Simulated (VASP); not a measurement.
# ZnS (P6_3mc) in VASP: further runs

The runs below take ZnS through single point, with PBEsol.

All numbers are computed with VASP 6.6.1; they aren't measurements. Logs are shortened: lines on timing, memory, paths and dates and some standing lists are left out, and cuts for length are marked.

### 1 The cell of the first run

Symmetry: P6_3mc, No. 186, hexagonal system. Conventional cell: a = 3.781 Å, b = 3.781 Å, c = 6.209 Å, α = 90.00°, β = 90.00°, γ = 120.00°. Zn (site symmetry 3m) has 4 S at 2.29 to 2.40 Å within 3.0 Å. Within 3.0 Å of S (site symmetry 3m) lie 4 Zn at 2.29 to 2.40 Å.

### 2 Single point, PBEsol

The input, INCAR:

```
PREC = Accurate ; ENCUT = 520
EDIFF = 1E-7 ; ISMEAR = 0
SIGMA = 0.05 ; LREAL = False
LASPH = True ; NELM = 100
ALGO = Normal ; ISIF = 2
LWAVE = False ; LCHARG = False
GGA = PS ; NBANDS = 26
```

The input, KPOINTS:

```
regular mesh
0
Gamma
  9 9 6
```

The input, POSCAR:

```
ZnS
1.0
    3.7814465092      0.0000000000      0.0000000000
   -1.8907232546      3.2748287400      0.0000000000
    0.0000000000      0.0000000000      6.2087146531
Zn S
2 2
Direct
    0.3333333333      0.6666666667     -0.0066373471
    0.6666666667      0.3333333333      0.4933626529
    0.3333333333      0.6666666667      0.3795575521
    0.6666666667      0.3333333333      0.8795575521
```

Potentials or basis: VASP PAW PBE potentials, release 64 (Zn, S).

The run is started by

```console
> cat potpaw_PBE.64/Zn/POTCAR potpaw_PBE.64/S/POTCAR > POTCAR
> mpirun -np 1 vasp_std > vasp.out
```

OUTCAR:

```text
PREC = Accurate
   ENCUT = 520
   EDIFF = 1E-7
   ISMEAR = 0
   LREAL = False
   LASPH = True
   NELM = 100
   ISIF = 2
   GGA = PS

 ion  position               nearest neighbor table
   1  0.333  0.667  0.993-   4 2.29   4 2.29   4 2.29   3 2.40
   2  0.667  0.333  0.493-   3 2.29   3 2.29   3 2.29   4 2.40
   3  0.333  0.667  0.380-   2 2.29   2 2.29   2 2.29   1 2.40
   4  0.667  0.333  0.880-   1 2.29   1 2.29   1 2.29   2 2.40

  LATTYP: Found a hexagonal cell.
 ALAT       =     3.7814465092
 C/A-ratio  =     1.6418887952

  Lattice vectors:

 A1 = (   3.7814465092,   0.0000000000,   0.0000000000)
 A2 = (  -1.8907232546,   3.2748287400,   0.0000000000)
 A3 = (   0.0000000000,   0.0000000000,   6.2087146531)

Analysis of symmetry for initial positions (statically):
=====================================================================
 Subroutine PRICEL returns:
 Original cell was already a primitive cell.

 Routine SETGRP: Setting up the symmetry group for a
 hexagonal supercell.

 Subroutine GETGRP returns: Found 12 space group operations
 (whereof  6 operations were pure point group operations)
 out of a pool of 24 trial point group operations.

The static configuration has the point symmetry C_3v.
 The point group associated with its full space group is C_6v.

Analysis of symmetry for dynamics (positions and initial velocities):
=====================================================================
 Subroutine PRICEL returns:
 Original cell was already a primitive cell.

 Routine SETGRP: Setting up the symmetry group for a
 hexagonal supercell.

 Subroutine GETGRP returns: Found 12 space group operations
 (whereof  6 operations were pure point group operations)
 out of a pool of 24 trial point group operations.

The dynamic configuration has the point symmetry C_3v.
 The point group associated with its full space group is C_6v.

 Subroutine INISYM returns: Found 12 space group operations
 (whereof  6 operations are pure point group operations),
 and found     1 'primitive' translations

----------------------------------------------------------------------------------------

                                     Primitive cell

  volume of cell :      76.8862

  direct lattice vectors                    reciprocal lattice vectors
     3.781446509  0.000000000  0.000000000     0.264449067  0.152679740  0.000000000
    -1.890723255  3.274828740  0.000000000     0.000000000  0.305359480  0.000000000
     0.000000000  0.000000000  6.208714653     0.000000000  0.000000000  0.161063933

  length of vectors
     3.781446509  3.781446509  6.208714653     0.305359480  0.305359480  0.161063933

  position of ions in fractional coordinates (direct lattice)
     0.333333333  0.666666667  0.993362653
     0.666666667  0.333333333  0.493362653
     0.333333333  0.666666667  0.379557552
     0.666666667  0.333333333  0.879557552

  ion indices of the primitive-cell ions
   primitive index   ion index
                 1           1
                 2           2
                 3           3
                 4           4

----------------------------------------------------------------------------------------

 KPOINTS: regular mesh

Automatic generation of k-mesh.
 Grid dimensions read from file:
 generate k-points for:    9    9    6

 Generating k-lattice:

  Cartesian coordinates                     Fractional coordinates (reciprocal lattice)
     0.029383230  0.016964416  0.000000000     0.111111111  0.000000000  0.000000000
     0.000000000  0.033928831  0.000000000     0.000000000  0.111111111  0.000000000
     0.000000000  0.000000000  0.026843989     0.000000000  0.000000000  0.166666667

  Length of vectors
     0.033928831  0.033928831  0.026843989

  Shift w.r.t. Gamma in fractional coordinates (k-lattice)
     0.000000000  0.000000000  0.000000000

 Subroutine IBZKPT returns following result:
 ===========================================

 Found     48 irreducible k-points:

 Following reciprocal coordinates:
            Coordinates               Weight
  0.000000  0.000000  0.000000      1.000000
  0.111111  0.000000  0.000000      6.000000
  0.222222  0.000000  0.000000      6.000000
  0.333333  0.000000  0.000000      6.000000
  0.444444  0.000000  0.000000      6.000000
  0.111111  0.111111  0.000000      6.000000
[... 16 lines left out ...]
  0.333333  0.222222  0.166667     24.000000
  0.333333  0.333333  0.166667      4.000000
 [... further k-points ...]
   k-points           NKPTS =     48   k-points in BZ     NKDIM =     48   number of bands    NBANDS=     26
   number of dos      NEDOS =    301   number of ions     NIONS =      4
   total plane-waves  NPLWV =  37632
   dimension x,y,z NGX =    28 NGY =   28 NGZ =   48
   dimension x,y,z NGXF=    56 NGYF=   56 NGZF=   96
   ions per type =               2   2
   NGX,Y,Z   is equivalent  to a cutoff of  12.31, 12.31, 12.85 a.u.
   NGXF,Y,Z  is equivalent  to a cutoff of  24.62, 24.62, 25.71 a.u.
 SYSTEM =  unknown system
   PREC   = accura    normal or accurate (medium, high low for compatibility)
   ISTART =      0    job   : 0-new  1-cont  2-samecut
   ICHARG =      2    charge: 1-file 2-atom 10-const
   ISPIN  =      1    spin polarized calculation?
   LNONCOLLINEAR =      F non collinear calculations
   LSORBIT =      F    spin-orbit coupling
   LASPH  =      T    aspherical Exc in radial PAW
   ENCUT  =  520.0 eV  38.22 Ry    6.18 a.u.   7.03  7.03 11.54*2*pi/ulx,y,z
   NELM   =    100;   NELMIN=  2; NELMDL= -5     # of ELM steps
   EDIFF  = 0.1E-06   stopping-criterion for ELM
   LREAL  =      F    real-space projection
   EDIFFG = 0.1E-05   stopping-criterion for IOM
   NSW    =      0    number of steps for IOM
   IBRION =     -1    ionic relax: 0-MD 1-quasi-New 2-CG
   NFREE  =      0    steps in history (QN), initial steepest desc. (CG)
   ISIF   =      2    stress and relaxation
   ISYM   =      2    0-nonsym 1-usesym 2-fastsym
   POTIM  = 0.5000    time-step for ionic-motion
   TEBEG  =    0.0;   TEEND  =   0.0 temperature during run
   PSTRESS=    0.0 pullay stress
   NELECT =      36.0000    total number of electrons
   NUPDOWN=      -1.0000    fix difference up-down
   EMIN   =  10.00;   EMAX   =-10.00  energy-range for DOS
   EFERMI =   0.00;   METHOD = LEGACY
   ISMEAR =     0;   SIGMA  =   0.05  broadening in eV -4-tet -1-fermi 0-gaus
   EFERMI_NEDOS =   21; number of points for ismear=-14 and -15
   IALGO  =     38    algorithm
   IMIX   =      4    mixing-type and parameters
     AMIX     =   0.40;   BMIX     =  1.00
     AMIX_MAG =   1.60;   BMIX_MAG =  1.00
  volume/ion in A,a.u.               =      19.22       129.71
  Fermi-wavevector in a.u.,A,eV,Ry     =   1.271236  2.402288 21.987579  1.616041
  Thomas-Fermi vector in A             =   2.404180
   LORBIT       =      0    0 simple, 1 ext, 2 COOP (PROOUT), +10 PAW based schemes
   GGA     = PS    functional components
   LHFCALC =     F    Hartree Fock is set to
   AEXX    =    0.0000 exact exchange contribution
   IVDW    =     0    specifies the selected vdW correction
   LEPSILON=     F    determine dielectric tensor
   LRPA    =     F    only Hartree local field effects (RPA)
 non-spin polarized calculation
 Gauss-broadening in eV      SIGMA  =   0.05
  energy-cutoff  :      520.00
  volume of cell :       76.89
 maximum number of plane-waves:      2087
   NGX = 15   NGY = 15   NGZ = 23

 number of electron      35.9999997 magnetization

 Free energy of the ion-electron system (eV)
  ---------------------------------------------------
  ext. energy  EPLUGINS =         0.00000000
  ---------------------------------------------------
  free energy    TOTEN  =       -15.13670769 eV

  energy without entropy =      -15.13670769  energy(sigma->0) =      -15.13670769

 E-fermi :   2.4824     XC(G=0):  -9.9620

 val. band max:        2.2478981518   @ k =   0.0000   0.0000   0.0000
 cond. band min:       4.4613286289   @ k =   0.0000   0.0000   0.0000
 fundamental gap:      2.2134304771
 Fermi energy:         2.4823743002

 k-point     1 :       0.0000    0.0000    0.0000
  band No.  band energies     occupation
      1     -11.0967      2.00000
      2     -10.1312      2.00000
      3      -4.2385      2.00000
      4      -4.2385      2.00000
      5      -4.1757      2.00000
      6      -4.1757      2.00000
[... 18 lines left out ...]
     25       9.8060      0.00000
     26      11.4781      0.00000

 k-point     2 :       0.1111    0.0000    0.0000
  band No.  band energies     occupation
      1     -11.0076      2.00000
      2     -10.0786      2.00000
      3      -4.2481      2.00000
      4      -4.2167      2.00000
      5      -4.1701      2.00000
      6      -4.1484      2.00000
[... 18 lines left out ...]
     25      10.2065      0.00000
     26      10.9095      0.00000

 k-point     3 :       0.2222    0.0000    0.0000
  band No.  band energies     occupation
      1     -10.7618      2.00000
      2      -9.9474      2.00000
      3      -4.2599      2.00000
      4      -4.1648      2.00000
      5      -4.1517      2.00000
      6      -4.0760      2.00000
[... 18 lines left out ...]
     25      10.3399      0.00000
     26      11.1600      0.00000

 k-point     4 :       0.3333    0.0000    0.0000
  band No.  band energies     occupation
      1     -10.4297      2.00000
      2      -9.8138      2.00000
      3      -4.2427      2.00000
      4      -4.1148      2.00000
      5      -4.1132      2.00000
      6      -3.9885      2.00000
[... 18 lines left out ...]
     25      10.8298      0.00000
     26      11.9270      0.00000

 k-point     5 :       0.4444    0.0000    0.0000
  band No.  band energies     occupation
      1     -10.1501      2.00000
      2      -9.7642      2.00000
      3      -4.2124      2.00000
      4      -4.0896      2.00000
      5      -4.0267      2.00000
      6      -3.9299      2.00000
[... 18 lines left out ...]
     25      11.2078      0.00000
     26      13.3211      0.00000

 k-point     6 :       0.1111    0.1111    0.0000
  band No.  band energies     occupation
      1     -10.8398      2.00000
      2      -9.9865      2.00000
      3      -4.2515      2.00000
      4      -4.1865      2.00000
      5      -4.1477      2.00000
      6      -4.1173      2.00000
[... 427 lines left out ...]
 k-point    21 :       0.4444    0.1111    0.1667
  band No.  band energies     occupation
      1     -10.0411      2.00000
      2      -9.7807      2.00000
      3      -4.1893      2.00000
      4      -4.0776      2.00000
      5      -4.0076      2.00000
      6      -3.9287      2.00000
[... 18 lines left out ...]
     25      11.5287      0.00000
     26      13.3174      0.00000

 k-point    22 :       0.2222    0.2222    0.1667
  band No.  band energies     occupation
      1     -10.2285      2.00000
      2      -9.8019      2.00000
      3      -4.1505      2.00000
      4      -4.1304      2.00000
      5      -4.0170      2.00000
      6      -4.0121      2.00000
[... 18 lines left out ...]
     25      10.5710      0.00000
     26      11.7622      0.00000

 k-point    23 :       0.3333    0.2222    0.1667
  band No.  band energies     occupation
      1      -9.9923      2.00000
      2      -9.7772      2.00000
      3      -4.1524      2.00000
      4      -4.0511      2.00000
      5      -3.9530      2.00000
      6      -3.9108      2.00000
[... 18 lines left out ...]
     25      11.4509      0.00000
     26      12.3479      0.00000

 k-point    24 :       0.3333    0.3333    0.1667
  band No.  band energies     occupation
      1      -9.8397      2.00000
      2      -9.8397      2.00000
      3      -4.1484      2.00000
      4      -3.9776      2.00000
      5      -3.9776      2.00000
      6      -3.8983      2.00000
[... 18 lines left out ...]
     25      12.2971      0.00000
     26      12.3803      0.00000

 [... further k-points ...]
[... 5 lines left out ...]
  --------------------------------------------------------------------------------------
  -------------------------------------------------------------------------------------
  Total        0.6884708      0.6884708     -0.6969240      0.0000000      0.0000000      0.0000000
  in kB       14.3465621     14.3465621    -14.5227123      0.0000000      0.0000000      0.0000000
  external PRESSURE =       4.7234706 kB  Pullay stress =       0.0000000 kB

 VOLUME and BASIS-vectors are now :
 -----------------------------------------------------------------------------
  energy-cutoff  :      520.00
  volume of cell :       76.89
      direct lattice vectors                 reciprocal lattice vectors
     3.781446509  0.000000000  0.000000000     0.264449067  0.152679740  0.000000000
    -1.890723255  3.274828740  0.000000000     0.000000000  0.305359480  0.000000000
     0.000000000  0.000000000  6.208714653     0.000000000  0.000000000  0.161063933

 POSITION                                       TOTAL-FORCE (eV/Angst)
 -----------------------------------------------------------------------------------
     -0.00000      2.18322      6.16751        -0.000000      0.000000      0.384091
      1.89072      1.09161      3.06315         0.000000      0.000000      0.384091
     -0.00000      2.18322      2.35656        -0.000000      0.000000     -0.384091
      1.89072      1.09161      5.46092         0.000000     -0.000000     -0.384091
 -----------------------------------------------------------------------------------
    total drift:                               -0.000001     -0.000002      0.001536

  FREE ENERGIE OF THE ION-ELECTRON SYSTEM (eV)
  ---------------------------------------------------
  free  energy   TOTEN  =       -15.1367076945 eV

  energy  without entropy=      -15.1367076945  energy(sigma->0) =      -15.13670769
```

It took 71 s on 1 thread of Intel Xeon Platinum 8259CL at 2.50GHz (Skylake/Cascade Lake), shared host; peak memory 0.23 GiB.

What came out:

* Free energy: -15.1367 eV
* Pressure: 0.5 GPa
* Largest force: 0.384 eV/Å
* Band gap on the k mesh: 2.21 eV, direct

Forces on the atoms (eV/Å):
```
Zn   0.000  0.000  0.384
Zn   0.000  0.000  0.384
S    0.000  0.000 -0.384
S    0.000  0.000 -0.384
```

Stress tensor (GPa, compression positive):
```
 1.43  0.00  0.00
 0.00  1.43  0.00
 0.00  0.00 -1.45
```

Caveat: the PAW data sets were made with another functional, which shifts forces and pressure a little. A hybrid or GW would open this gap; PBEsol tends to underestimate it.

### 3 Single point, PBEsol

This run uses another cell than the first one, of 19.99 Å³/atom, 1.040 times its volume.

The input, INCAR:

```
SYSTEM = ZnS
ALGO     = Normal         ! electronic algorithm
EDIFF    = 1E-6           ! SCF threshold, eV
ENCUT    = 520            ! plane-wave cutoff, eV
GGA      = PS             ! functional
ISIF     = 2              ! what is computed and relaxed
ISMEAR   = 0              ! smearing method
LASPH    = .TRUE.         ! aspherical terms in the spheres
LCHARG   = .FALSE.        ! write CHGCAR
LREAL    = .FALSE.        ! projectors in reciprocal space
LWAVE    = .FALSE.        ! write WAVECAR
NBANDS   = 26             ! bands
NELM     = 100            ! most SCF steps
PREC     = Accurate       ! precision mode
SIGMA    = 0.05           ! smearing width, eV
```

The input, KPOINTS:

```
k-points
0
G
  9 9 6
  0 0 0
```

The input, POSCAR:

```
ZnS
1.0
    3.8311821878      0.0000000000      0.0000000000
   -1.9155910939      3.3179011011      0.0000000000
    0.0000000000      0.0000000000      6.2903751065
Zn S
2 2
Direct
    0.3333333333      0.6666666667      0.0054424479
    0.6666666667      0.3333333333      0.5054424479
    0.3333333333      0.6666666667      0.3795575521
    0.6666666667      0.3333333333      0.8795575521
```

Potentials or basis: VASP PAW PBE potentials, release 64 (Zn, S).

The run is started by

```console
> cat potpaw_PBE.64/Zn/POTCAR potpaw_PBE.64/S/POTCAR > POTCAR
> mpirun -np 1 vasp_std > vasp.out
```

Run time: 70 s. Hardware: 1 thread of Intel Xeon Platinum 8259CL at 2.50GHz (Skylake/Cascade Lake), shared host; peak memory 0.23 GiB.

The run converged. Its results:

- Free energy: -15.1438 eV
- Pressure: -2.6 GPa
- Largest force: 0.008 eV/Å
- Band gap on the k mesh: 1.99 eV, direct

Forces on the atoms (eV/Å):
```
Zn   0.000  0.000 -0.008
Zn   0.000  0.000 -0.008
S    0.000  0.000  0.008
S    0.000  0.000  0.008
```

Stress tensor (GPa, compression positive):
```
-2.61  0.00  0.00
 0.00 -2.61  0.00
 0.00  0.00 -2.71
```

Levels at points of the mesh, in eV from the valence-band top:
| k point | band 16 | band 17 | band 18 | band 19 | band 20 | band 21 |
| --- | --- | --- | --- | --- | --- | --- |
| (0.00, 0.00, 0.00) | -0.09 | 0.00 | 0.00 | 1.99 | 2.96 | 6.23 |
| (0.00, 0.00, 0.50) | -0.46 | -0.46 | -0.46 | 3.40 | 3.40 | 6.65 |

Caveat: the PAW data sets were made with another functional, which shifts forces and pressure a little.

### 4 Single point, PBEsol

This run uses another cell than the first one, of 19.99 Å³/atom, 1.040 times its volume.

The input, INCAR:

```
  PREC = Accurate
  ENCUT = 520
  EDIFF = 1E-6
  ISMEAR = 0
  SIGMA = 0.05
  LREAL = F
  LASPH = T
  NELM = 100
  ALGO = Normal
  ISIF = 2
  LWAVE = F
  LCHARG = T
  GGA = PS
  LELF = T
  LVHAR = T
  NBANDS = 26
```

The input, KPOINTS:

```
regular mesh
0
Gamma
  9 9 6
```

Changes to POSCAR since step 3:

```diff
@@ -8,4 +8,4 @@
 Direct
-    0.3333333333      0.6666666667      0.0054424479
-    0.6666666667      0.3333333333      0.5054424479
+    0.3333333333      0.6666666667     -0.0187171420
+    0.6666666667      0.3333333333      0.4812828580
     0.3333333333      0.6666666667      0.3795575521
```

The run is started by

```console
> cat potpaw_PBE.64/Zn/POTCAR potpaw_PBE.64/S/POTCAR > POTCAR
> mpirun -np 1 vasp_std > vasp.out
```

Run time: 72 s. Hardware: 1 thread of Intel Xeon Platinum 8259CL at 2.50GHz (Skylake/Cascade Lake), shared host; peak memory 0.23 GiB.

Results (log left out):

```yaml
Free_energy: -15.0499 eV
Pressure: -1.9 GPa
Largest_force: 0.550 eV/Å
Band_gap_on_the_k_mesh: 2.03 eV, direct
```

Forces in eV/Å, atoms in the order of the input:
```
Zn   0.000  0.000  0.550
Zn   0.000  0.000  0.550
S    0.000  0.000 -0.550
S    0.000  0.000 -0.550
```

Stress tensor (GPa, compression positive):
```
-0.71  0.00  0.00
 0.00 -0.71  0.00
 0.00  0.00 -4.31
```

Levels at points of the mesh, in eV from the valence-band top:
```tsv
k point	band 16	band 17	band 18	band 19	band 20	band 21
(0.00, 0.00, 0.00)	-0.08	-0.08	0.00	2.03	2.71	6.18
(0.00, 0.00, 0.50)	-0.47	-0.47	-0.47	3.24	3.24	6.58
```

Caveat: the PAW data sets were made with another functional, which shifts forces and pressure a little. A k mesh can miss the band edges.
